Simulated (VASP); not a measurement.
Write the native input for VASP 6.6.1 that does the following.

```yaml
Task: single point
Functional: r2SCAN
Potentials_or_basis: VASP PAW PBE potentials, release 64 (Zn, S)
Cutoff: 520 eV
k_mesh: 8 × 8 × 8
Occupations: gaussian, width 0.01 eV
Spin: no spin polarisation
Dipole_correction: no
Further_INCAR_settings: ALGO = Normal; EDIFF = 1e-06; NBANDS = 16
```

The system is ZnS.

```
CELL_PARAMETERS angstrom
0.08980 2.78389 2.78389
2.78389 0.08980 2.78389
2.78389 2.78389 0.08980
ATOMIC_POSITIONS crystal
Zn 0.00210 0.00210 0.00210
S 0.24790 0.24790 0.24790
```

This cell differs from its parent crystal: strain along [111] +5.0%.

One way to write it, as run:

POSCAR

```
ZnS
1.0
    0.0898028611      2.7838886945      2.7838886945
    2.7838886945      0.0898028611      2.7838886945
    2.7838886945      2.7838886945      0.0898028611
Zn S
1 1
Direct
    0.0020988294      0.0020988294      0.0020988294
    0.2479011706      0.2479011706      0.2479011706
```

INCAR.step1

```
  PREC = Accurate
  ENCUT = 520
  ISMEAR = 0
  SIGMA = 0.01
  LREAL = F
  LASPH = T
  NELM = 60
  NBANDS = 16
  GGA = PE
  ALGO = Normal
  EDIFF = 1E-4
  LWAVE = T
  LCHARG = F
```

INCAR.step2

```
  PREC = Accurate
  ENCUT = 520
  EDIFF = 1E-6
  ISMEAR = 0
  SIGMA = 0.01
  LREAL = F
  LASPH = T
  NELM = 60
  ALGO = Normal
  ISIF = 2
  LWAVE = F
  LCHARG = F
  METAGGA = R2SCAN
  LMIXTAU = T
  NBANDS = 16
  ISTART = 1
```

KPOINTS

```
Automatic mesh
0
Gamma
  8 8 8
```

Potentials or basis: VASP PAW PBE potentials, release 64 (Zn, S).

Run with:

```bash
$ cat potpaw_PBE.64/Zn/POTCAR potpaw_PBE.64/S/POTCAR > POTCAR
$ cp INCAR.step1 INCAR
$ mpirun -np 1 vasp_std > vasp.out
$ cp INCAR.step2 INCAR
$ mpirun -np 1 vasp_std > vasp.out
```

It gave:

| Property | Result |
| --- | --- |
| Pressure | -3.3 GPa |
| Largest force | 0.011 eV/Å |
| Band gap on the k mesh | 2.35 eV, direct |

Caveat: the cell differs from its parent crystal (strain along [111] +5.0%); the PAW data sets were made with another functional, which shifts forces and pressure a little.

Run time: 81 s on 1 thread of Intel(R) Xeon(R) 6975P-C (Granite Rapids) (shared host), peak memory 0.19 GiB.
